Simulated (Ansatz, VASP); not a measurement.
**Al5P2 in VASP and in Ansatz**

File INCAR:

```
PREC = Accurate ; ENCUT = 500
EDIFF = 1E-7 ; ISMEAR = 0
SIGMA = 0.2 ; LREAL = False
LASPH = True ; NELM = 120
ALGO = Normal ; ISIF = 3
LWAVE = False ; LCHARG = False
GGA = PE ; IBRION = 2
NSW = 36 ; EDIFFG = -0.08
GGA_COMPAT = False ; NELMIN = 4
```

KPOINTS

```
Automatic mesh
0
Gamma
  4 4 3
```

File POSCAR:

```
Al5P2
1.0
    5.1860477400      0.0000000000      0.0000000000
   -2.5930238700      4.4912490800      0.0000000000
    0.0000000000      0.0000000000      5.0083488500
Al P
5 2
Direct
    0.5000000000      0.0000000000      0.1648971200
    0.0000000000      0.5000000000      0.1648971200
    0.5000000000      0.5000000000      0.1648971200
    0.3333333300      0.6666666700      0.9106651800
    0.6666666700      0.3333333300      0.9106651800
    0.0000000000      0.0000000000      0.1150137900
    0.0000000000      0.0000000000      0.5133614000
```

Input for Ansatz:

```yaml
crystal:
  lattice:
    - [5.18604774, 0.0, 0.0]
    - [-2.59302387, 4.49124908, 0.0]
    - [0.0, 0.0, 5.00834885]
  atoms:
    - { symbol: Al, position: [0.5, 0.0, 0.16489712] }
    - { symbol: Al, position: [0.0, 0.5, 0.16489712] }
    - { symbol: Al, position: [0.5, 0.5, 0.16489712] }
    - { symbol: Al, position: [0.33333333, 0.66666667, 0.91066518] }
    - { symbol: Al, position: [0.66666667, 0.33333333, 0.91066518] }
    - { symbol: P, position: [0.0, 0.0, 0.11501379] }
    - { symbol: P, position: [0.0, 0.0, 0.5133614] }
basis:
  ecutwfc: 420
kpoints:
  mp_grid: { grid: [4, 4, 3] }
hamiltonian:
  xc: pbe
scf:
  occupations: { method: gaussian, width: 0.2 }
  lower_state_search: "off"
output:
  forces: true
  stress: true
  eigenvalues: true
relax:
  adjacent_minimum: "off"
  f_tol: 0.08
  max_steps: 16
  cell: { stress_tol: 0.8 }
```

Alike in both runs: task relaxation of cell and atoms; functional PBE; k mesh 4 × 4 × 3; occupations gaussian, width 0.2 eV; no spin polarisation.

|  | VASP | Ansatz |
| --- | --- | --- |
| version | VASP 6.6.1 | Ansatz 0.2.0 |
| potentials or method | VASP PAW PBE potentials, release 64 (Al, P), cutoff 500 eV | scalar-relativistic, plane waves, PAW |
| valence electrons in the cell | 25 | 25 |

|  | VASP | Ansatz | Ansatz less VASP |
| --- | --- | --- | --- |
| gap on the k mesh at the Fermi level, each at its own relaxed structure (eV) | none | none | - |
| relaxed volume (Å³/atom) | 16.64 | 16.71 | +0.074 |
| relaxed cell length with the largest relative difference (Å) | 4.745 | 4.754 | +0.0096 |

A gap of «none» marks a metal or a gap that the smearing closes.

The k mesh is coarse, so the values compare programs but aren't converged.
